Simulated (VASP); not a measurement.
Input of a VASP 6.6.1 run:

File INCAR:

```
SYSTEM = CaF2
ALGO = Normal
EDIFF = 1E-6
ENCUT = 600
GGA = PE
GGA_COMPAT = .FALSE.
ISIF = 2
ISMEAR = -1
LASPH = .TRUE.
LCHARG = .FALSE.
LREAL = .FALSE.
LWAVE = .FALSE.
NBANDS = 19
NELM = 120
PREC = Accurate
SIGMA = 0.1
```

File KPOINTS:

```
k-points
0
G
  6 6 6
  0 0 0
```

File POSCAR:

```
CaF2
1.0
    0.0000000000      2.7310000000      2.7310000000
    2.7310000000      0.0000000000      2.7310000000
    2.7310000000      2.7310000000      0.0000000000
Ca F
1 2
Direct
    0.0000000000      0.0000000000      0.0000000000
    0.2500000000      0.2500000000      0.2500000000
    0.7500000000      0.7500000000      0.7500000000
```

Potentials or basis: VASP PAW PBE potentials, release 64 (Ca_sv, F).

Command:

```bash
$ cat potpaw_PBE.64/Ca_sv/POTCAR potpaw_PBE.64/F/POTCAR > POTCAR
$ mpirun -np 1 vasp_std > vasp.out
```

(1) Estimate the band gap on the k mesh.

(2) What does it give for the pressure?

Answers

(1) 7.28 eV (least direct gap 7.54 eV).

(2) 2.4 GPa.
